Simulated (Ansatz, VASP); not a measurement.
One calculation of SrNi3, two programs

File INCAR:

```
SYSTEM = SrNi3
  ALGO = Normal
  EDIFF = 1E-7
  ENCUT = 520
  GGA = PE
  ISIF = 2
  ISMEAR = 0
  ISPIN = 2
  LASPH = .True.
  LCHARG = .False.
  LMAXMIX = 4
  LORBIT = 11
  LREAL = .False.
  LWAVE = .False.
  MAGMOM = 0 0.44 0.44 0.44
  NBANDS = 32
  NELM = 150
  PREC = Accurate
  SIGMA = 0.05
```

The input KPOINTS:

```
k-points
0
Gamma
  8 8 8
  0 0 0
```

Contents of POSCAR:

```
SrNi3
1.0
    4.0857608537      0.0000000000      0.0000000000
    0.0000000000      4.0857608537      0.0000000000
    0.0000000000      0.0000000000      4.0857608537
Sr Ni
1 3
Direct
    0.0000000000      0.0000000000      0.0000000000
    0.0000000000      0.5000000000      0.5000000000
    0.5000000000      0.5000000000      0.0000000000
    0.5000000000      0.0000000000      0.5000000000
```

Input for Ansatz:

```yaml
crystal:
  lattice:
    - [4.0857608537, 0.0, 0.0]
    - [0.0, 4.0857608537, 0.0]
    - [0.0, 0.0, 4.0857608537]
  atoms:
    - { symbol: Sr, position: [0.0, 0.0, 0.0] }
    - { symbol: Ni, position: [0.0, 0.5, 0.5], spin: 0.44 }
    - { symbol: Ni, position: [0.5, 0.5, 0.0], spin: 0.44 }
    - { symbol: Ni, position: [0.5, 0.0, 0.5], spin: 0.44 }
basis:
  ecutwfc: 420
  ecutrho_ratio: 4
kpoints:
  mp_grid: { grid: [8, 8, 8] }
hamiltonian:
  xc: pbe
scf:
  occupations: { method: gaussian, width: 0.05 }
output:
  forces: true
  stress: true
  eigenvalues: true
  populations: true
magnetization:
  spin_polarized: true
```

Alike in both runs: task single point; functional PBE; k mesh 8 × 8 × 8; occupations gaussian, width 0.05 eV; collinear spin.

|  | VASP | Ansatz |
| --- | --- | --- |
| version | VASP 6.6.1 | Ansatz 0.2.0 |
| potentials or method | VASP PAW PBE potentials, release 64 (Sr_sv, Ni), cutoff 520 eV | scalar-relativistic, plane waves, PAW |
| valence electrons in the cell | 40 | 64 |

|  | VASP | Ansatz | Ansatz less VASP |
| --- | --- | --- | --- |
| gap on the k mesh at the Fermi level (eV) | none | none | - |
| pressure (GPa) | -4.0 | -4.4 | -0.43 |
| net moment per atom (μB) | 0.27 | 0.27 | 0.000 |
| size of the moment on the site where the two differ most (μB) | 0.40 | 0.41 | +0.006 |

Site moments also hang on the region over which each program counts them. A gap of «none» marks a metal or a gap that the smearing closes. The functional is the same, so the differences come from potentials, cutoffs and numerics. VASP's potentials hold 40 valence electrons a cell and Ansatz's 64, so a difference there can come from the potentials and not from the codes.
